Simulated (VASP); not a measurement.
Wanted: the native input for a VASP 6.6.1 run.

| Item | Value |
| --- | --- |
| Task | single point |
| Functional | PBE |
| Potentials or basis | VASP PAW PBE potentials, release 64 (Cu) |
| Cutoff | 520 eV |
| k mesh | 24 × 24 × 24 |
| Occupations | gaussian, width 0.15 eV |
| Spin | no spin polarisation |
| Dipole correction | no |
| Further INCAR settings | ALGO = Fast; EDIFF = 1e-06; NBANDS = 12 |

The structure of Cu lies in POSCAR:

```
Cu
1.0
    0.0000000000      1.5789966900      2.3684950350
    1.5789966900      0.0000000000      2.3684950350
    1.5789966900      1.5789966900      0.0000000000
Cu
1
Direct
    0.0000000000      0.0000000000      0.0000000000
```

This cell differs from its parent crystal: ratio of the length along z to the lengths across it x 1.5, volume and fractional coordinates fixed.

The input as run:

INCAR

```
SYSTEM = Cu
PREC = Accurate ; ENCUT = 520
EDIFF = 1E-6 ; ISMEAR = 0
SIGMA = 0.15 ; LREAL = .FALSE.
LASPH = .TRUE. ; NELM = 60
ALGO = Fast ; ISIF = 2
LWAVE = .FALSE. ; LCHARG = .FALSE.
GGA = PE ; NBANDS = 12
```

KPOINTS

```
regular mesh
0
G
  24 24 24
  0 0 0
```

Potentials or basis: VASP PAW PBE potentials, release 64 (Cu).

Run with:

```sh
$ cat potpaw_PBE.64/Cu/POTCAR > POTCAR
$ mpirun -np 1 vasp_std > vasp.out
```

Results of the run:

```json
{"Pressure": "19.2 GPa"}
```

It took 87 s on 1 thread of Intel(R) Xeon(R) Platinum 8375C CPU @ 2.90GHz (Ice Lake), on a shared host, peak memory 0.26 GiB.
